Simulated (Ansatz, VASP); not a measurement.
# One calculation of ZnS, two programs

Contents of INCAR:

```
SYSTEM = ZnS
PREC     = Accurate       ! precision mode
ENCUT    = 520            ! plane-wave cutoff, eV
EDIFF    = 1E-6           ! SCF threshold, eV
ISMEAR   = -1             ! smearing method
SIGMA    = 0.05           ! smearing width, eV
LREAL    = .FALSE.        ! projectors in reciprocal space
LASPH    = .TRUE.         ! aspherical terms in the spheres
NELM     = 100            ! most SCF steps
ALGO     = Fast           ! electronic algorithm
ISIF     = 2              ! what is computed and relaxed
LWAVE    = .FALSE.        ! write WAVECAR
LCHARG   = .FALSE.        ! write CHGCAR
GGA      = PE             ! functional
```

Contents of KPOINTS:

```
regular mesh
0
G
  8 8 5
  0 0 0
```

Contents of POSCAR:

```
ZnS
1.0
    3.8110000000      0.0000000000      0.0000000000
   -1.9055000000      3.3004228138      0.0000000000
    0.0000000000      0.0000000000      6.2340000000
Zn S
2 2
Direct
    0.6666666667      0.3333333333      0.5000000000
    0.3333333333      0.6666666667      0.0000000000
    0.6666666667      0.3333333333      0.8850000000
    0.3333333333      0.6666666667      0.3850000000
```

KPOINTS_OPT

```
path GMKGALHA,LM,KH
20
line-mode
reciprocal
 0.0000000000  0.0000000000  0.0000000000  G
 0.5000000000  0.0000000000  0.0000000000  M

 0.5000000000  0.0000000000  0.0000000000  M
 0.3333333333  0.3333333333  0.0000000000  K

 0.3333333333  0.3333333333  0.0000000000  K
 0.0000000000  0.0000000000  0.0000000000  G

 0.0000000000  0.0000000000  0.0000000000  G
 0.0000000000  0.0000000000  0.5000000000  A

 0.0000000000  0.0000000000  0.5000000000  A
 0.5000000000  0.0000000000  0.5000000000  L

 0.5000000000  0.0000000000  0.5000000000  L
 0.3333333333  0.3333333333  0.5000000000  H

 0.3333333333  0.3333333333  0.5000000000  H
 0.0000000000  0.0000000000  0.5000000000  A

 0.5000000000  0.0000000000  0.5000000000  L
 0.5000000000  0.0000000000  0.0000000000  M

 0.3333333333  0.3333333333  0.0000000000  K
 0.3333333333  0.3333333333  0.5000000000  H
```

File input.yaml:

```yaml
crystal:
  lattice:
    - [3.811, 0.0, 0.0]
    - [-1.9055, 3.3004228138, 0.0]
    - [0.0, 0.0, 6.234]
  atoms:
    - { symbol: Zn, position: [0.6666666667, 0.3333333333, 0.5] }
    - { symbol: Zn, position: [0.3333333333, 0.6666666667, 0.0] }
    - { symbol: S, position: [0.6666666667, 0.3333333333, 0.885] }
    - { symbol: S, position: [0.3333333333, 0.6666666667, 0.385] }
hamiltonian:
  xc: pbe
  pseudopotentials: { kind: paw }
kpoints:
  mp_grid: { grid: [8, 8, 5] }
  band_path:
    path:
      - [[0.0, 0.0, 0.0], [0.5, 0.0, 0.0], [0.3333333333, 0.3333333333, 0.0], [0.0, 0.0, 0.0], [0.0, 0.0, 0.5], [0.5, 0.0, 0.5], [0.3333333333, 0.3333333333, 0.5], [0.0, 0.0, 0.5]]
      - [[0.5, 0.0, 0.5], [0.5, 0.0, 0.0]]
      - [[0.3333333333, 0.3333333333, 0.0], [0.3333333333, 0.3333333333, 0.5]]
    npoints: 14
scf:
  occupations: { method: fermi_dirac, width: 0.05 }
  n_extra_bands: 10
output:
  forces: true
  stress: true
  eigenvalues: true
  fatbands: false
```

Alike in both runs: task band structure; functional PBE; k mesh 8 × 8 × 5; occupations fermi-dirac, width 0.05 eV; no spin polarisation.

|  | VASP | Ansatz |
| --- | --- | --- |
| version | VASP 6.6.1 | Ansatz 0.2.0 |
| potentials or method | VASP PAW PBE potentials, release 64 (Zn, S) | Ansatz PAW |
| plane-wave cutoff (eV) | 520 | 420 |
| valence electrons in the cell | 36 | 36 |

Ansatz gave:

```
gap on the k mesh at the Fermi level (eV)                     : 2.25
least direct gap on the mesh (eV)                             : 2.25
gap along the band path (eV)                                  : 2.25
pressure (GPa)                                                : 2.3
traceless stress, the component that is largest in VASP (GPa) : -1.35
rms of the force components (eV/Å)                            : 0.184
```

Problem. What did VASP give for the same quantities?

Solution. gap on the k mesh at the Fermi level (eV): 2.25; least direct gap on the mesh (eV): 2.25; gap along the band path (eV): 2.25; pressure (GPa): 2.2; traceless stress, the component that is largest in VASP (GPa): -1.38; rms of the force components (eV/Å): 0.186.

Atom by atom the forces differ by 0.002 eV/Å (rms over components).
